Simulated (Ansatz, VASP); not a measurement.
This is a calculation of AlNi3 for VASP 6.6.1.

INCAR

```
SYSTEM = AlNi3
ALGO = Normal
EDIFF = 1E-6
ENCUT = 590
GGA = PS
GGA_COMPAT = .FALSE.
ISIF = 2
ISMEAR = -1
ISPIN = 2
LASPH = .TRUE.
LCHARG = .FALSE.
LMAXMIX = 4
LORBIT = 11
LREAL = .FALSE.
LWAVE = .FALSE.
MAGMOM = 1 1 1 0
NBANDS = 40
NELM = 200
NUPDOWN = 3.0
PREC = Accurate
SIGMA = 0.05
```

Contents of KPOINTS:

```
k-points
0
G
  6 6 6
  0 0 0
```

Contents of POSCAR:

```
AlNi3
1.0
    3.5230547267      0.0000000000      0.0000000000
    0.0000000000      3.5230547267      0.0000000000
    0.0000000000      0.0000000000      3.5230547267
Ni Al
3 1
Direct
    0.5000000000      0.5000000000      0.0000000000
    0.5000000000      0.0000000000      0.5000000000
    0.0000000000      0.5000000000      0.5000000000
    0.0000000000      0.0000000000      0.0000000000
```

Potentials or basis: VASP PAW PBE potentials, release 64 (Ni_sv_GW, Al).

Launch:

```sh
$ cat potpaw_PBE.64/Ni_sv_GW/POTCAR potpaw_PBE.64/Al/POTCAR > POTCAR
$ mpirun -np 1 vasp_std > vasp.out
```

**Question.** Translate it to Ansatz 0.2.0. Potentials there: Ansatz PAW.

**Answer.** As run (the cutoff follows the program's own potentials):

input.yaml

```yaml
crystal:
  lattice:
    - [3.5230547267, 0.0, 0.0]
    - [0.0, 3.5230547267, 0.0]
    - [0.0, 0.0, 3.5230547267]
  atoms:
    - { symbol: Ni, position: [0.5, 0.5, 0.0], spin: 1.0 }
    - { symbol: Ni, position: [0.5, 0.0, 0.5], spin: 1.0 }
    - { symbol: Ni, position: [0.0, 0.5, 0.5], spin: 1.0 }
    - { symbol: Al, position: [0.0, 0.0, 0.0] }
hamiltonian:
  xc: pbesol
  pseudopotentials: { kind: paw }
magnetization:
  spin_polarized: true
  initial_magnetization: 3.0
  spin_locking: { lock_magnetization: hard }
kpoints:
  mp_grid: { grid: [6, 6, 6] }
scf:
  occupations: { method: fermi_dirac, width: 0.05 }
  lower_state_search: "off"
output:
  forces: true
  stress: true
  eigenvalues: true
```

Potentials or basis: Ansatz PAW.

The run is started by

```console
$ ansatz run input.yaml --threads 2 --pin off --max-ram 5632MiB --backend cpu --events-out ev --progress --plain --runs-dir out
```

Both were run:

|  | VASP | Ansatz | Ansatz less VASP |
| --- | --- | --- | --- |
| pressure (GPa) | 3.5 | 6.4 | +2.87 |
| net moment per atom (μB) | 0.75 | 0.75 | 0.000 |
| size of the moment on the site where the two differ most (μB) | 0.06 | 0.08 | +0.023 |

VASP's potentials were made for PBE, not for PBEsol. Site moments also hang on the region over which each program counts them. With one functional, cell and mesh, what is left measures potentials, basis and numerics.
